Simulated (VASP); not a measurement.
# ZnS (Cc) in VASP: further runs

The runs below take ZnS through single point, with r2SCAN.

Everything below comes from runs of VASP 6.6.1. Logs are shortened: lines on timing, memory, paths and dates and some standing lists are left out, and cuts for length are marked.

## Step 1: The cell of the first run

It takes space group Cc (No. 9, monoclinic). Conventional cell: a = 3.811 Å, b = 6.601 Å, c = 6.235 Å, α = 90.00°, β = 91.72°, γ = 90.00°. Zn (site symmetry 1) has 4 S at 2.30 to 2.40 Å within 3.0 Å. S (site symmetry 1) has 4 Zn at 2.30 to 2.40 Å within 3.0 Å.

## Step 2: Single point, r2SCAN (strain -0.0300 x Voigt [0, 0, 0, 0, 1, 0])

Input file POSCAR:

```
ZnS
1.0
    3.8109987816      0.0000000000     -0.0571649817
   -1.9054993908      3.3004217586      0.0285824909
   -0.0935100000      0.0000000000      6.2340000000
Zn S
2 2
Direct
    0.3333333333      0.6666666667      0.0000000000
    0.6666666667      0.3333333333      0.5000000000
    0.3333333333      0.6666666667      0.3850000000
    0.6666666667      0.3333333333      0.8850000000
```

Input file INCAR.step1:

```
SYSTEM = ZnS
  PREC = Accurate
  ENCUT = 520
  ISMEAR = 0
  SIGMA = 0.05
  LREAL = .False.
  LASPH = .True.
  NELM = 100
  NBANDS = 26
  GGA = PE
  ALGO = Normal
  EDIFF = 1E-4
  LWAVE = .True.
  LCHARG = .False.
```

Input file INCAR.step2:

```
SYSTEM = ZnS
  PREC = Accurate
  ENCUT = 520
  EDIFF = 1E-7
  ISMEAR = 0
  SIGMA = 0.05
  LREAL = .False.
  LASPH = .True.
  NELM = 100
  ALGO = Normal
  ISIF = 2
  LWAVE = .False.
  LCHARG = .True.
  METAGGA = R2SCAN
  LMIXTAU = .True.
  LELF = .True.
  LVHAR = .True.
  NBANDS = 26
  ISTART = 1
```

Input file KPOINTS:

```
Automatic mesh
0
Gamma
  6 6 4
  0 0 0
```

Potentials or basis: VASP PAW PBE potentials, release 64 (Zn, S).

On the command line:

```
$ cat potpaw_PBE.64/Zn/POTCAR potpaw_PBE.64/S/POTCAR > POTCAR
$ cp INCAR.step1 INCAR
$ mpirun -np 1 vasp_std > vasp.out
$ cp INCAR.step2 INCAR
$ mpirun -np 1 vasp_std > vasp.out
```

OUTCAR:

```text
SYSTEM = ZnS
   PREC = Accurate
   ENCUT = 520
   EDIFF = 1E-7
   ISMEAR = 0
   LREAL = .False.
   LASPH = .True.
   NELM = 100
   ISIF = 2
   METAGGA = R2SCAN
   ISTART = 1

 ion  position               nearest neighbor table
   1  0.333  0.667  0.000-   4 2.30   4 2.31   4 2.33   3 2.40
   2  0.667  0.333  0.500-   3 2.30   3 2.31   3 2.33   4 2.40
   3  0.333  0.667  0.385-   2 2.30   2 2.31   2 2.33   1 2.40
   4  0.667  0.333  0.885-   1 2.30   1 2.31   1 2.33   2 2.40

  LATTYP: Found a base centered monoclinic cell.
 ALAT       =     3.8114274948
 B/A-ratio  =     1.7318559847
 C/A-ratio  =     1.6357916539
 COS(beta)  =    -0.0299932515

  Lattice vectors:

 A1 = (   1.9054993908,  -3.3004217586,  -0.0285824909)
 A2 = (   1.9054993908,   3.3004217586,  -0.0285824908)
 A3 = (  -0.0935100000,   0.0000000000,   6.2340000000)

Analysis of symmetry for initial positions (statically):
=====================================================================
 Subroutine PRICEL returns:
 Original cell was already a primitive cell.

 Routine SETGRP: Setting up the symmetry group for a
 base centered monoclinic supercell.

 Subroutine GETGRP returns: Found  2 space group operations
 (whereof  1 operations were pure point group operations)
 out of a pool of  4 trial point group operations.

The static configuration has the point symmetry C_1 .
 The point group associated with its full space group is C_1h.

Analysis of symmetry for dynamics (positions and initial velocities):
=====================================================================
 Subroutine PRICEL returns:
 Original cell was already a primitive cell.

 Routine SETGRP: Setting up the symmetry group for a
 base centered monoclinic supercell.

 Subroutine GETGRP returns: Found  2 space group operations
 (whereof  1 operations were pure point group operations)
 out of a pool of  4 trial point group operations.

The dynamic configuration has the point symmetry C_1 .
 The point group associated with its full space group is C_1h.

 Subroutine INISYM returns: Found  2 space group operations
 (whereof  1 operations are pure point group operations),
 and found     1 'primitive' translations

----------------------------------------------------------------------------------------

                                     Primitive cell

  volume of cell :      78.3930

  direct lattice vectors                    reciprocal lattice vectors
     3.810998782  0.000000000 -0.057164982     0.262457457  0.151495789  0.003936862
    -1.905499391  3.300421759  0.028582491     0.000000000  0.302991579  0.000000000
    -0.093510000  0.000000000  6.234000000     0.002406701 -0.000000000  0.160446752

  length of vectors
     3.811427495  3.811105964  6.234701286     0.303068293  0.302991579  0.160464801

  position of ions in fractional coordinates (direct lattice)
     0.333333333  0.666666667  0.000000000
     0.666666667  0.333333333  0.500000000
     0.333333333  0.666666667  0.385000000
     0.666666667  0.333333333  0.885000000

  ion indices of the primitive-cell ions
   primitive index   ion index
                 1           1
                 2           2
                 3           3
                 4           4

----------------------------------------------------------------------------------------

 KPOINTS: Automatic mesh

Automatic generation of k-mesh.
 Grid dimensions read from file:
 generate k-points for:    6    6    4

 Generating k-lattice:

  Cartesian coordinates                     Fractional coordinates (reciprocal lattice)
     0.043742910  0.025249298  0.000656144     0.166666667  0.000000000  0.000000000
     0.000000000  0.050498596  0.000000000     0.000000000  0.166666667  0.000000000
     0.000601675 -0.000000000  0.040111688    -0.000000000  0.000000000  0.250000000

  Length of vectors
     0.050511382  0.050498596  0.040116200

  Shift w.r.t. Gamma in fractional coordinates (k-lattice)
     0.000000000  0.000000000  0.000000000

 Subroutine IBZKPT returns following result:
 ===========================================

 Found     47 irreducible k-points:

 Following reciprocal coordinates:
            Coordinates               Weight
  0.000000  0.000000  0.000000      1.000000
  0.166667  0.000000 -0.000000      4.000000
  0.333333  0.000000  0.000000      4.000000
  0.500000  0.000000  0.000000      2.000000
  0.000000  0.166667  0.000000      2.000000
  0.166667  0.166667 -0.000000      4.000000
[... 16 lines left out ...]
  0.500000  0.166667  0.250000      4.000000
 -0.333333  0.166667  0.250000      2.000000
 [... further k-points ...]
   k-points           NKPTS =     47   k-points in BZ     NKDIM =     47   number of bands    NBANDS=     26
   number of dos      NEDOS =    301   number of ions     NIONS =      4
   total plane-waves  NPLWV =  37632
   dimension x,y,z NGX =    28 NGY =   28 NGZ =   48
   dimension x,y,z NGXF=    56 NGYF=   56 NGZF=   96
   ions per type =               2   2
   NGX,Y,Z   is equivalent  to a cutoff of  12.21, 12.21, 12.80 a.u.
   NGXF,Y,Z  is equivalent  to a cutoff of  24.43, 24.43, 25.60 a.u.
 SYSTEM =  ZnS
   PREC   = accura    normal or accurate (medium, high low for compatibility)
   ISTART =      1    job   : 0-new  1-cont  2-samecut
   ICHARG =      0    charge: 1-file 2-atom 10-const
   ISPIN  =      1    spin polarized calculation?
   LNONCOLLINEAR =      F non collinear calculations
   LSORBIT =      F    spin-orbit coupling
   LASPH  =      T    aspherical Exc in radial PAW
   ENCUT  =  520.0 eV  38.22 Ry    6.18 a.u.   7.09  7.09 11.59*2*pi/ulx,y,z
   NELM   =    100;   NELMIN=  2; NELMDL=  0     # of ELM steps
   EDIFF  = 0.1E-06   stopping-criterion for ELM
   LREAL  =      F    real-space projection
   EDIFFG = 0.1E-05   stopping-criterion for IOM
   NSW    =      0    number of steps for IOM
   IBRION =     -1    ionic relax: 0-MD 1-quasi-New 2-CG
   NFREE  =      0    steps in history (QN), initial steepest desc. (CG)
   ISIF   =      2    stress and relaxation
   ISYM   =      2    0-nonsym 1-usesym 2-fastsym
   POTIM  = 0.5000    time-step for ionic-motion
   TEBEG  =    0.0;   TEEND  =   0.0 temperature during run
   PSTRESS=    0.0 pullay stress
   NELECT =      36.0000    total number of electrons
   NUPDOWN=      -1.0000    fix difference up-down
   EMIN   =  10.00;   EMAX   =-10.00  energy-range for DOS
   EFERMI =   0.00;   METHOD = LEGACY
   ISMEAR =     0;   SIGMA  =   0.05  broadening in eV -4-tet -1-fermi 0-gaus
   EFERMI_NEDOS =   21; number of points for ismear=-14 and -15
   IALGO  =     38    algorithm
   IMIX   =      4    mixing-type and parameters
     AMIX     =   0.40;   BMIX     =  1.00
     AMIX_MAG =   1.60;   BMIX_MAG =  1.00
  volume/ion in A,a.u.               =      19.60       132.26
  Fermi-wavevector in a.u.,A,eV,Ry     =   1.263038  2.386797 21.704912  1.595266
  Thomas-Fermi vector in A             =   2.396416
   LORBIT       =      0    0 simple, 1 ext, 2 COOP (PROOUT), +10 PAW based schemes
   METAGGA = R2SCAN    functional components
   LHFCALC =     F    Hartree Fock is set to
   AEXX    =    0.0000 exact exchange contribution
   IVDW    =     0    specifies the selected vdW correction
   LEPSILON=     F    determine dielectric tensor
   LRPA    =     F    only Hartree local field effects (RPA)
 non-spin polarized calculation
 Gauss-broadening in eV      SIGMA  =   0.05
  energy-cutoff  :      520.00
  volume of cell :       78.39
 maximum number of plane-waves:      2128
   NGX = 15   NGY = 15   NGZ = 23

 number of electron      35.9999972 magnetization

 Free energy of the ion-electron system (eV)
  ---------------------------------------------------
  ext. energy  EPLUGINS =         0.00000000
  ---------------------------------------------------
  free energy    TOTEN  =       -37.69123880 eV

  energy without entropy =      -37.69123880  energy(sigma->0) =      -37.69123880

 E-fermi :   2.2066     XC(G=0): -10.3081

 val. band max:        1.9428509917   @ k =   0.0000   0.0000   0.0000
 cond. band min:       4.7110883470   @ k =   0.0000   0.0000   0.0000
 fundamental gap:      2.7682373554
 Fermi energy:         2.2066325107

 k-point     1 :       0.0000    0.0000    0.0000
  band No.  band energies     occupation
      1     -11.8399      2.00000
      2     -10.8968      2.00000
      3      -4.6429      2.00000
      4      -4.6429      2.00000
      5      -4.5692      2.00000
      6      -4.5691      2.00000
[... 18 lines left out ...]
     25      10.0495      0.00000
     26      11.8147      0.00000

 k-point     2 :       0.1667    0.0000   -0.0000
  band No.  band energies     occupation
      1     -11.6505      2.00000
      2     -10.7912      2.00000
      3      -4.6511      2.00000
      4      -4.5985      2.00000
      5      -4.5557      2.00000
      6      -4.5152      2.00000
[... 18 lines left out ...]
     25      10.6537      0.00000
     26      10.9158      0.00000

 k-point     3 :       0.3333    0.0000    0.0000
  band No.  band energies     occupation
      1     -11.1969      2.00000
      2     -10.6006      2.00000
      3      -4.6222      2.00000
      4      -4.5213      2.00000
      5      -4.4965      2.00000
      6      -4.3868      2.00000
[... 18 lines left out ...]
     25      11.1529      0.00000
     26      12.2585      0.00000

 k-point     4 :       0.5000    0.0000    0.0000
  band No.  band energies     occupation
      1     -10.8848      2.00000
      2     -10.5577      2.00000
      3      -4.5932      2.00000
      4      -4.4921      2.00000
      5      -4.3523      2.00000
      6      -4.3204      2.00000
[... 18 lines left out ...]
     25      11.5658      0.00000
     26      13.9672      0.00000
[... 496 lines left out ...]
      1     -10.8370      2.00000
      2     -10.6052      2.00000
      3      -4.5540      2.00000
      4      -4.4801      2.00000
      5      -4.3994      2.00000
      6      -4.3526      2.00000
[... 18 lines left out ...]
     25      11.6547      0.00000
     26      12.3097      0.00000

 k-point    23 :       0.5000    0.1667    0.2500
  band No.  band energies     occupation
      1     -10.8596      2.00000
      2     -10.5805      2.00000
      3      -4.5515      2.00000
      4      -4.4766      2.00000
      5      -4.4068      2.00000
      6      -4.3530      2.00000
[... 18 lines left out ...]
     25      11.5816      0.00000
     26      12.3705      0.00000

 k-point    24 :      -0.3333    0.1667    0.2500
  band No.  band energies     occupation
      1     -11.2461      2.00000
      2     -10.7316      2.00000
      3      -4.6071      2.00000
      4      -4.5507      2.00000
      5      -4.4979      2.00000
      6      -4.4885      2.00000
[... 18 lines left out ...]
     25      10.6701      0.00000
     26      11.5841      0.00000

 [... further k-points ...]
[... 5 lines left out ...]
  --------------------------------------------------------------------------------------
  -------------------------------------------------------------------------------------
  Total        0.4213038      0.4159270     -0.5345572      0.0000000      0.0000000      0.5662950
  in kB        8.6105042      8.5006162    -10.9251511      0.0000000      0.0000000     11.5738012
  external PRESSURE =       2.0619898 kB  Pullay stress =       0.0000000 kB

 VOLUME and BASIS-vectors are now :
 -----------------------------------------------------------------------------
  energy-cutoff  :      520.00
  volume of cell :       78.39
      direct lattice vectors                 reciprocal lattice vectors
     3.810998782  0.000000000 -0.057164982     0.262457457  0.151495789  0.003936862
    -1.905499391  3.300421759  0.028582491     0.000000000  0.302991579  0.000000000
    -0.093510000  0.000000000  6.234000000     0.002406701 -0.000000000  0.160446752

 POSITION                                       TOTAL-FORCE (eV/Angst)
 -----------------------------------------------------------------------------------
     -0.00000      2.20028      0.00000         0.115026      0.010578      0.319215
      1.85874      1.10014      3.08842         0.115026     -0.010578      0.319215
     -0.03600      2.20028      2.40009        -0.115026      0.008765     -0.319215
      1.82274      1.10014      5.48851        -0.115026     -0.008765     -0.319215
 -----------------------------------------------------------------------------------
    total drift:                               -0.000361      0.000026      0.003069

  FREE ENERGIE OF THE ION-ELECTRON SYSTEM (eV)
  ---------------------------------------------------
  free  energy   TOTEN  =       -37.6912387997 eV

  energy  without entropy=      -37.6912387997  energy(sigma->0) =      -37.69123880
```

It took 3.7 min on 1 thread of AMD EPYC 9R45 (Zen 5), shared host; peak memory 0.22 GiB.

What came out:

```
Free energy            : -37.6912 eV
Pressure               : 0.2 GPa
Largest force          : 0.339 eV/Å
Band gap on the k mesh : 2.77 eV, direct
```

Forces in eV/Å, atoms in the order of the input:
```
Zn   0.115  0.011  0.319
Zn   0.115 -0.011  0.319
S   -0.115  0.009 -0.319
S   -0.115 -0.009 -0.319
```

Caveat: the cell differs from its parent crystal (strain -0.0300 x Voigt [0, 0, 0, 0, 1, 0]); the PAW data sets were made with another functional, which shifts forces and pressure a little.

## Step 3: Single point, r2SCAN (strain +0.0150 x Voigt [0, 0, 0, 0, 1, 0])

Input file POSCAR:

```
ZnS
1.0
    3.8109987816      0.0000000000      0.0285824909
   -1.9054993908      3.3004217586     -0.0142912454
    0.0467550000      0.0000000000      6.2340000000
Zn S
2 2
Direct
    0.3333333333      0.6666666667      0.0000000000
    0.6666666667      0.3333333333      0.5000000000
    0.3333333333      0.6666666667      0.3850000000
    0.6666666667      0.3333333333      0.8850000000
```

Input file INCAR.step1:

```
ALGO = Normal
EDIFF = 1E-4
ENCUT = 520
GGA = PE
ISMEAR = 0
LASPH = True
LCHARG = False
LREAL = False
LWAVE = True
NBANDS = 26
NELM = 80
PREC = Accurate
SIGMA = 0.05
```

Input file INCAR.step2:

```
ALGO = Normal
EDIFF = 1E-7
ENCUT = 520
ISIF = 2
ISMEAR = 0
ISTART = 1
LASPH = True
LCHARG = False
LMIXTAU = True
LREAL = False
LWAVE = False
METAGGA = R2SCAN
NBANDS = 26
NELM = 80
PREC = Accurate
SIGMA = 0.05
```

Input file KPOINTS:

```
k-points
0
Gamma
  6 6 4
```

Potentials or basis: VASP PAW PBE potentials, release 64 (Zn, S).

On the command line:

```
$ cat potpaw_PBE.64/Zn/POTCAR potpaw_PBE.64/S/POTCAR > POTCAR
$ cp INCAR.step1 INCAR
$ mpirun -np 1 vasp_std > vasp.out
$ cp INCAR.step2 INCAR
$ mpirun -np 1 vasp_std > vasp.out
```

Wall time 3.5 min (1 thread of AMD EPYC 9R45 (Zen 5), shared host); peak memory 0.21 GiB.

The run converged. Its results:

```yaml
Free_energy: -37.6976 eV
Pressure: 0.2 GPa
Largest_force: 0.324 eV/Å
Band_gap_on_the_k_mesh: 2.80 eV, direct
```

Forces on the atoms (eV/Å):
```
Zn  -0.058  0.003  0.319
Zn  -0.058 -0.003  0.319
S    0.058  0.002 -0.319
S    0.058 -0.002 -0.319
```

Stress tensor (GPa, compression positive):
```
 0.84  0.00 -0.58
 0.00  0.84  0.00
-0.58  0.00 -1.11
```

Levels at points of the mesh, in eV from the valence-band top:
```
           k point  band 15  band 16  band 17  band 18  band 19  band 20  band 21  band 22
(0.00, 0.00, 0.00)    -0.90    -0.06    -0.03     0.00     2.80     3.48     6.76     6.76
(0.50, 0.00, 0.00)    -3.24    -2.33    -1.61    -1.03     3.97     4.76     5.50     7.58
(0.00, 0.50, 0.00)    -3.24    -2.33    -1.61    -1.03     3.97     4.76     5.50     7.59
(0.00, 0.00, 0.50)    -0.50    -0.50    -0.47    -0.47     4.03     4.03     7.16     7.16
(0.50, 0.00, 0.50)    -1.73    -1.73    -1.64    -1.54     3.98     4.03     5.50     5.62
(0.00, 0.50, 0.50)    -1.73    -1.73    -1.59    -1.59     4.01     4.01     5.56     5.56
```

Caveat: the cell differs from its parent crystal (strain +0.0150 x Voigt [0, 0, 0, 0, 1, 0]); the PAW data sets were made with another functional, which shifts forces and pressure a little.

(Continued in part 2 of 2.)
